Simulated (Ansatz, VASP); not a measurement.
**One calculation of Ta2Bi2O, two programs**

File INCAR:

```
SYSTEM = Ta2Bi2O
PREC     = Accurate       ! precision mode
ENCUT    = 600            ! plane-wave cutoff, eV
EDIFF    = 1E-6           ! SCF threshold, eV
ISMEAR   = 0              ! smearing method
SIGMA    = 0.1            ! smearing width, eV
LREAL    = .FALSE.        ! projectors in reciprocal space
LASPH    = .TRUE.         ! aspherical terms in the spheres
NELM     = 60             ! most SCF steps
ALGO     = Normal         ! electronic algorithm
ISIF     = 3              ! what is computed and relaxed
LWAVE    = .FALSE.        ! write WAVECAR
LCHARG   = .FALSE.        ! write CHGCAR
GGA      = PE             ! functional
IBRION   = 2              ! ionic algorithm
NSW      = 100            ! ionic steps
EDIFFG   = -0.01          ! ionic threshold
```

KPOINTS

```
regular mesh
0
G
  12 12 4
  0 0 0
```

POSCAR

```
Ta2Bi2O
1.0
    3.4353482747      0.0000000000      0.0000000000
   -1.7176741373      2.9750988767      0.0000000000
    0.0000000000      0.0000000000     10.7579879885
Ta Bi O
2 2 1
Direct
    0.3333333333      0.6666666667      0.4082475949
    0.6666666667      0.3333333333      0.5917524051
    0.0000000000      0.0000000000      0.1851424706
    0.0000000000      0.0000000000      0.8148575294
    0.0000000000      0.0000000000      0.5000000000
```

Input for Ansatz:

```yaml
crystal:
  lattice:
    - [3.4353482747, 0.0, 0.0]
    - [-1.7176741373, 2.9750988767, 0.0]
    - [0.0, 0.0, 10.7579879885]
  atoms:
    - { symbol: Ta, position: [0.3333333333, 0.6666666667, 0.4082475949] }
    - { symbol: Ta, position: [0.6666666667, 0.3333333333, 0.5917524051] }
    - { symbol: Bi, position: [0.0, 0.0, 0.1851424706] }
    - { symbol: Bi, position: [0.0, 0.0, 0.8148575294] }
    - { symbol: O, position: [0.0, 0.0, 0.5] }
basis:
  ecutwfc: 420
kpoints:
  mp_grid: { grid: [12, 12, 4] }
hamiltonian:
  xc: pbe
scf:
  occupations: { method: gaussian, width: 0.1 }
output:
  forces: true
  stress: true
  eigenvalues: true
  write_density: true
  write_potential: true
  elf: true
  volumetric_format: npy
relax:
  adjacent_minimum: "off"
  f_tol: 0.01
  max_steps: 80
  cell: { stress_tol: 0.05 }
```

Alike in both runs: task relaxation of cell and atoms; functional PBE; k mesh 12 × 12 × 4; occupations gaussian, width 0.1 eV; no spin polarisation.

```csv
,VASP,Ansatz
version,VASP 6.6.1,Ansatz 0.2.0
potentials or method,"VASP PAW PBE potentials, release 64 (Ta_pv, Bi_d, O), cutoff 600 eV","scalar-relativistic, plane waves, PAW"
valence electrons in the cell,58,62
```

|  | VASP | Ansatz | Ansatz less VASP |
| --- | --- | --- | --- |
| gap on the k mesh at the Fermi level, each at its own relaxed structure (eV) | none | none | - |
| relaxed volume (Å³/atom) | 22.32 | 22.38 | +0.059 |
| relaxed cell length with the largest relative difference (Å) | 10.904 | 10.943 | +0.0390 |

A gap of «none» marks a metal or a gap that the smearing closes. VASP's potentials hold 58 valence electrons a cell and Ansatz's 62, so a difference there can come from the potentials and not from the codes.

Neither program's run includes spin-orbit coupling.
